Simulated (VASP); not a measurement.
# ZnS (Cmc2_1) in VASP: a series of runs

ZnS is run at these levels: PBE; tasks: single point.

All numbers are computed with VASP 6.6.1; they aren't measurements. Logs are shortened: lines on timing, memory, paths and dates and some standing lists are left out, and cuts for length are marked.

### Step 1. The cell of the first run

It takes space group Cmc2_1 (No. 36, orthorhombic). Conventional cell: a = 3.846 Å, b = 6.661 Å, c = 6.304 Å, α = 90.00°, β = 90.00°, γ = 90.00°. Zn (site symmetry m) has 4 S at 2.35 to 2.37 Å within 3.1 Å. S (site symmetry m) has 4 Zn at 2.35 to 2.37 Å within 3.1 Å.

### Step 2. Single point, PBE (atoms displaced along a vibrational mode)

File INCAR:

```
PREC = Accurate
ENCUT = 520
EDIFF = 1E-6
ISMEAR = 0
SIGMA = 0.05
LREAL = F
LASPH = T
NELM = 80
ALGO = Normal
ISIF = 2
LWAVE = F
LCHARG = F
GGA = PE
NBANDS = 26
```

File KPOINTS:

```
regular mesh
0
Gamma
  9 9 4
```

File POSCAR:

```
ZnS
1.0
    3.8455587354      0.0000000000      0.0000000000
   -1.9227793677      3.3303515566      0.0000000000
    0.0000000000      0.0000000000      6.3037246812
Zn S
2 2
Direct
    0.3235295635      0.6470591271      0.0052003729
    0.6764704365      0.3529408729      0.5052003729
    0.3412557568      0.6825115136      0.3797996271
    0.6587442432      0.3174884864      0.8797996271
```

Potentials or basis: VASP PAW PBE potentials, release 64 (Zn, S).

Run with:

```bash
cat potpaw_PBE.64/Zn/POTCAR potpaw_PBE.64/S/POTCAR > POTCAR
mpirun -np 1 vasp_std > vasp.out
```

OUTCAR:

```text
PREC = Accurate
   ENCUT = 520
   EDIFF = 1E-6
   ISMEAR = 0
   LREAL = F
   LASPH = T
   NELM = 80
   ISIF = 2
   GGA = PE

 ion  position               nearest neighbor table
   1  0.324  0.647  0.005-   4 2.35   4 2.35   3 2.36   4 2.37
   2  0.676  0.353  0.505-   3 2.35   3 2.35   4 2.36   3 2.37
   3  0.341  0.683  0.380-   2 2.35   2 2.35   1 2.36   2 2.37
   4  0.659  0.317  0.880-   1 2.35   1 2.35   2 2.36   1 2.37

  LATTYP: Found a hexagonal cell.
 ALAT       =     3.8455587354
 C/A-ratio  =     1.6392220520

  Lattice vectors:

 A1 = (   3.8455587354,   0.0000000000,   0.0000000000)
 A2 = (  -1.9227793677,   3.3303515566,   0.0000000000)
 A3 = (   0.0000000000,   0.0000000000,   6.3037246812)

Analysis of symmetry for initial positions (statically):
=====================================================================
 Subroutine PRICEL returns:
 Original cell was already a primitive cell.

 Routine SETGRP: Setting up the symmetry group for a
 hexagonal supercell.

 Subroutine GETGRP returns: Found  4 space group operations
 (whereof  2 operations were pure point group operations)
 out of a pool of 24 trial point group operations.

The static configuration has the point symmetry C_1h.
 The point group associated with its full space group is C_2v.

Analysis of symmetry for dynamics (positions and initial velocities):
=====================================================================
 Subroutine PRICEL returns:
 Original cell was already a primitive cell.

 Routine SETGRP: Setting up the symmetry group for a
 hexagonal supercell.

 Subroutine GETGRP returns: Found  4 space group operations
 (whereof  2 operations were pure point group operations)
 out of a pool of 24 trial point group operations.

The dynamic configuration has the point symmetry C_1h.
 The point group associated with its full space group is C_2v.

 Subroutine INISYM returns: Found  4 space group operations
 (whereof  2 operations are pure point group operations),
 and found     1 'primitive' translations

----------------------------------------------------------------------------------------

                                     Primitive cell

  volume of cell :      80.7322

  direct lattice vectors                    reciprocal lattice vectors
     3.845558735  0.000000000  0.000000000     0.260040236  0.150134300  0.000000000
    -1.922779368  3.330351557  0.000000000     0.000000000  0.300268600  0.000000000
     0.000000000  0.000000000  6.303724681     0.000000000  0.000000000  0.158636370

  length of vectors
     3.845558735  3.845558735  6.303724681     0.300268600  0.300268600  0.158636370

  position of ions in fractional coordinates (direct lattice)
     0.323529564  0.647059127  0.005200373
     0.676470436  0.352940873  0.505200373
     0.341255757  0.682511514  0.379799627
     0.658744243  0.317488486  0.879799627

  ion indices of the primitive-cell ions
   primitive index   ion index
                 1           1
                 2           2
                 3           3
                 4           4

----------------------------------------------------------------------------------------

 KPOINTS: regular mesh

Automatic generation of k-mesh.
 Grid dimensions read from file:
 generate k-points for:    9    9    4

 Generating k-lattice:

  Cartesian coordinates                     Fractional coordinates (reciprocal lattice)
     0.028893360  0.016681589  0.000000000     0.111111111  0.000000000  0.000000000
     0.000000000  0.033363178  0.000000000     0.000000000  0.111111111  0.000000000
     0.000000000  0.000000000  0.039659092     0.000000000  0.000000000  0.250000000

  Length of vectors
     0.033363178  0.033363178  0.039659092

  Shift w.r.t. Gamma in fractional coordinates (k-lattice)
     0.000000000  0.000000000  0.000000000

 Subroutine IBZKPT returns following result:
 ===========================================

 Found     75 irreducible k-points:

 Following reciprocal coordinates:
            Coordinates               Weight
  0.000000  0.000000  0.000000      1.000000
  0.111111  0.000000  0.000000      4.000000
  0.000000  0.111111  0.000000      2.000000
  0.222222  0.000000  0.000000      4.000000
  0.000000  0.222222  0.000000      2.000000
  0.333333  0.000000  0.000000      4.000000
[... 16 lines left out ...]
 -0.222222 -0.444444  0.000000      4.000000
  0.444444  0.333333  0.000000      4.000000
 [... further k-points ...]
   k-points           NKPTS =     75   k-points in BZ     NKDIM =     75   number of bands    NBANDS=     26
   number of dos      NEDOS =    301   number of ions     NIONS =      4
   total plane-waves  NPLWV =  43200
   dimension x,y,z NGX =    30 NGY =   30 NGZ =   48
   dimension x,y,z NGXF=    60 NGYF=   60 NGZF=   96
   ions per type =               2   2
   NGX,Y,Z   is equivalent  to a cutoff of  12.97, 12.97, 12.66 a.u.
   NGXF,Y,Z  is equivalent  to a cutoff of  25.94, 25.94, 25.32 a.u.
 SYSTEM =  unknown system
   PREC   = accura    normal or accurate (medium, high low for compatibility)
   ISTART =      0    job   : 0-new  1-cont  2-samecut
   ICHARG =      2    charge: 1-file 2-atom 10-const
   ISPIN  =      1    spin polarized calculation?
   LNONCOLLINEAR =      F non collinear calculations
   LSORBIT =      F    spin-orbit coupling
   LASPH  =      T    aspherical Exc in radial PAW
   ENCUT  =  520.0 eV  38.22 Ry    6.18 a.u.   7.15  7.15 11.72*2*pi/ulx,y,z
   NELM   =     80;   NELMIN=  2; NELMDL= -5     # of ELM steps
   EDIFF  = 0.1E-05   stopping-criterion for ELM
   LREAL  =      F    real-space projection
[... 7 lines left out ...]
   TEBEG  =    0.0;   TEEND  =   0.0 temperature during run
   PSTRESS=    0.0 pullay stress
   NELECT =      36.0000    total number of electrons
   NUPDOWN=      -1.0000    fix difference up-down
   EMIN   =  10.00;   EMAX   =-10.00  energy-range for DOS
   EFERMI =   0.00;   METHOD = LEGACY
   ISMEAR =     0;   SIGMA  =   0.05  broadening in eV -4-tet -1-fermi 0-gaus
   EFERMI_NEDOS =   21; number of points for ismear=-14 and -15
   IALGO  =     38    algorithm
   IMIX   =      4    mixing-type and parameters
     AMIX     =   0.40;   BMIX     =  1.00
     AMIX_MAG =   1.60;   BMIX_MAG =  1.00
  volume/ion in A,a.u.               =      20.18       136.20
  Fermi-wavevector in a.u.,A,eV,Ry     =   1.250720  2.363518 21.283599  1.564300
  Thomas-Fermi vector in A             =   2.384701
   LORBIT       =      0    0 simple, 1 ext, 2 COOP (PROOUT), +10 PAW based schemes
   GGA     = PE    functional components
   LHFCALC =     F    Hartree Fock is set to
   AEXX    =    0.0000 exact exchange contribution
   IVDW    =     0    specifies the selected vdW correction
   LEPSILON=     F    determine dielectric tensor
   LRPA    =     F    only Hartree local field effects (RPA)
 non-spin polarized calculation
 Gauss-broadening in eV      SIGMA  =   0.05
  energy-cutoff  :      520.00
  volume of cell :       80.73
 maximum number of plane-waves:      2208
 NGX is ok and might be reduce to    30
   NGX = 15   NGY = 15   NGZ = 23

 number of electron      35.9999992 magnetization

 Free energy of the ion-electron system (eV)
  ---------------------------------------------------
  ext. energy  EPLUGINS =         0.00000000
  ---------------------------------------------------
  free energy    TOTEN  =       -13.68708687 eV

  energy without entropy =      -13.68708687  energy(sigma->0) =      -13.68708687

 E-fermi :   2.1518     XC(G=0):  -9.5182

 val. band max:        1.9322931692   @ k =   0.0000   0.0000   0.0000
 cond. band min:       3.9916569534   @ k =   0.0000   0.0000   0.0000
 fundamental gap:      2.0593637842
 Fermi energy:         2.1517888364

 k-point     1 :       0.0000    0.0000    0.0000
  band No.  band energies     occupation
      1     -11.0918      2.00000
      2     -10.2011      2.00000
      3      -4.3445      2.00000
      4      -4.3426      2.00000
      5      -4.3144      2.00000
      6      -4.2528      2.00000
[... 18 lines left out ...]
     25       9.6680      0.00000
     26      11.0003      0.00000

 k-point     2 :       0.1111    0.0000    0.0000
  band No.  band energies     occupation
      1     -11.0123      2.00000
      2     -10.1564      2.00000
      3      -4.3470      2.00000
      4      -4.3265      2.00000
      5      -4.3013      2.00000
      6      -4.2374      2.00000
[... 18 lines left out ...]
     25       9.9815      0.00000
     26      10.5050      0.00000

 k-point     3 :       0.0000    0.1111    0.0000
  band No.  band energies     occupation
      1     -11.0120      2.00000
      2     -10.1577      2.00000
      3      -4.3307      2.00000
      4      -4.3287      2.00000
      5      -4.3132      2.00000
      6      -4.2473      2.00000
[... 18 lines left out ...]
     25       9.8935      0.00000
     26      10.6743      0.00000

 k-point     4 :       0.2222    0.0000    0.0000
  band No.  band energies     occupation
      1     -10.7940      2.00000
      2     -10.0458      2.00000
      3      -4.3452      2.00000
      4      -4.2953      2.00000
      5      -4.2669      2.00000
      6      -4.1913      2.00000
[... 18 lines left out ...]
     25      10.0200      0.00000
     26      10.9275      0.00000

 k-point     5 :       0.0000    0.2222    0.0000
  band No.  band energies     occupation
      1     -10.7920      2.00000
      2     -10.0516      2.00000
      3      -4.3282      2.00000
      4      -4.2927      2.00000
      5      -4.2791      2.00000
      6      -4.2155      2.00000
[... 18 lines left out ...]
     25      10.3097      0.00000
     26      10.5254      0.00000

 k-point     6 :       0.3333    0.0000    0.0000
  band No.  band energies     occupation
      1     -10.5024      2.00000
      2      -9.9346      2.00000
      3      -4.3244      2.00000
      4      -4.2571      2.00000
      5      -4.2319      2.00000
      6      -4.0991      2.00000
[... 427 lines left out ...]
 k-point    21 :      -0.4444    0.2222    0.0000
  band No.  band energies     occupation
      1     -10.3569      2.00000
      2      -9.8964      2.00000
      3      -4.2775      2.00000
      4      -4.2266      2.00000
      5      -4.1817      2.00000
      6      -4.1156      2.00000
[... 18 lines left out ...]
     25      10.7658      0.00000
     26      11.1604      0.00000

 k-point    22 :       0.3333    0.2222    0.0000
  band No.  band energies     occupation
      1     -10.1345      2.00000
      2      -9.9046      2.00000
      3      -4.3005      2.00000
      4      -4.1836      2.00000
      5      -4.0980      2.00000
      6      -4.0446      2.00000
[... 18 lines left out ...]
     25      11.2858      0.00000
     26      11.3986      0.00000

 k-point    23 :      -0.2222   -0.4444    0.0000
  band No.  band energies     occupation
      1     -10.1210      2.00000
      2      -9.9222      2.00000
      3      -4.3049      2.00000
      4      -4.1916      2.00000
      5      -4.0837      2.00000
      6      -4.0425      2.00000
[... 18 lines left out ...]
     25      11.2240      0.00000
     26      11.4100      0.00000

 k-point    24 :       0.4444    0.3333    0.0000
  band No.  band energies     occupation
      1     -10.1419      2.00000
      2      -9.8946      2.00000
      3      -4.2939      2.00000
      4      -4.1846      2.00000
      5      -4.0997      2.00000
      6      -4.0299      2.00000
[... 18 lines left out ...]
     25      11.1450      0.00000
     26      11.4189      0.00000

 [... further k-points ...]

------------------------ aborting loop because EDIFF is reached ----------------------------------------

  FORCE on cell =-STRESS in cart. coord.  units (eV):
  Direction    XX          YY          ZZ          XY          YZ          ZX
  --------------------------------------------------------------------------------------
  -------------------------------------------------------------------------------------
  Total        0.0110988      0.1194650      0.0411744      0.0000000      0.0000000      0.0000000
  in kB        0.2202627      2.3708528      0.8171303      0.0000000      0.0000000      0.0000000
  external PRESSURE =       1.1360819 kB  Pullay stress =       0.0000000 kB

 VOLUME and BASIS-vectors are now :
 -----------------------------------------------------------------------------
  energy-cutoff  :      520.00
  volume of cell :       80.73
      direct lattice vectors                 reciprocal lattice vectors
     3.845558735  0.000000000  0.000000000     0.260040236  0.150134300  0.000000000
    -1.922779368  3.330351557  0.000000000     0.000000000  0.300268600  0.000000000
     0.000000000  0.000000000  6.303724681     0.000000000  0.000000000  0.158636370

 POSITION                                       TOTAL-FORCE (eV/Angst)
 -----------------------------------------------------------------------------------
     -0.00000      2.15493      0.03278         0.000000      0.074555      0.010588
      1.92278      1.17542      3.18464        -0.000000     -0.074555      0.010588
      0.00000      2.27300      2.39415         0.000000     -0.032089     -0.010588
      1.92278      1.05735      5.54601         0.000000      0.032089     -0.010588
 -----------------------------------------------------------------------------------
    total drift:                               -0.000000      0.000000     -0.000149

  FREE ENERGIE OF THE ION-ELECTRON SYSTEM (eV)
  ---------------------------------------------------
  free  energy   TOTEN  =       -13.6870868692 eV

  energy  without entropy=      -13.6870868692  energy(sigma->0) =      -13.68708687
```

Wall time 1.7 min (1 thread of Intel Xeon 6975P-C (Granite Rapids), shared host); peak memory 0.28 GiB.

Results:

```
Free energy            : -13.6871 eV
Pressure               : 0.1 GPa
Largest force          : 0.075 eV/Å
Band gap on the k mesh : 2.06 eV
```

Forces in eV/Å, atoms in the order of the input:
```
Zn   0.000  0.075  0.011
Zn   0.000 -0.075  0.011
S    0.000 -0.032 -0.011
S    0.000  0.032 -0.011
```

Caveat: the cell differs from its parent crystal (atoms displaced along a vibrational mode).

### Step 3. Single point, PBE (atoms displaced along a vibrational mode)

INCAR is that of step 2.

KPOINTS is that of step 2.

File POSCAR:

```
ZnS
1.0
    3.8455587354      0.0000000000      0.0000000000
   -1.9227793677      3.3303515566      0.0000000000
    0.0000000000      0.0000000000      6.3037246812
Zn S
2 2
Direct
    0.3431371031      0.6862742063      0.0052003729
    0.6568628969      0.3137257937      0.5052003729
    0.3254109099      0.6508218197      0.3797996271
    0.6745890901      0.3491781803      0.8797996271
```

Potentials or basis: VASP PAW PBE potentials, release 64 (Zn, S).

Run with:

```bash
cat potpaw_PBE.64/Zn/POTCAR potpaw_PBE.64/S/POTCAR > POTCAR
mpirun -np 1 vasp_std > vasp.out
```

Wall time 1.7 min (1 thread of Intel Xeon 6975P-C (Granite Rapids), shared host); peak memory 0.27 GiB.

Results (log left out):

| Item | Value |
| --- | --- |
| Free energy | -13.6870 eV |
| Pressure | 0.1 GPa |
| Largest force | 0.081 eV/Å |
| Band gap on the k mesh | 2.05 eV |

Forces on the atoms (eV/Å):
```
Zn   0.000 -0.081  0.010
Zn   0.000  0.081  0.010
S    0.000  0.028 -0.010
S    0.000 -0.028 -0.010
```

Stress tensor (GPa, compression positive):
```
 0.27  0.00  0.00
 0.00 -0.01  0.00
 0.00  0.00  0.08
```

Levels at points of the mesh, in eV from the valence-band top:
| k point | band 15 | band 16 | band 17 | band 18 | band 19 | band 20 | band 21 | band 22 |
| --- | --- | --- | --- | --- | --- | --- | --- | --- |
| (0.00, 0.00, 0.00) | -0.86 | -0.09 | -0.06 | 0.00 | 2.05 | 3.03 | 6.19 | 6.42 |
| (0.00, 0.00, 0.50) | -0.49 | -0.49 | -0.45 | -0.45 | 3.45 | 3.45 | 6.64 | 6.64 |

Caveat: the cell differs from its parent crystal (atoms displaced along a vibrational mode).
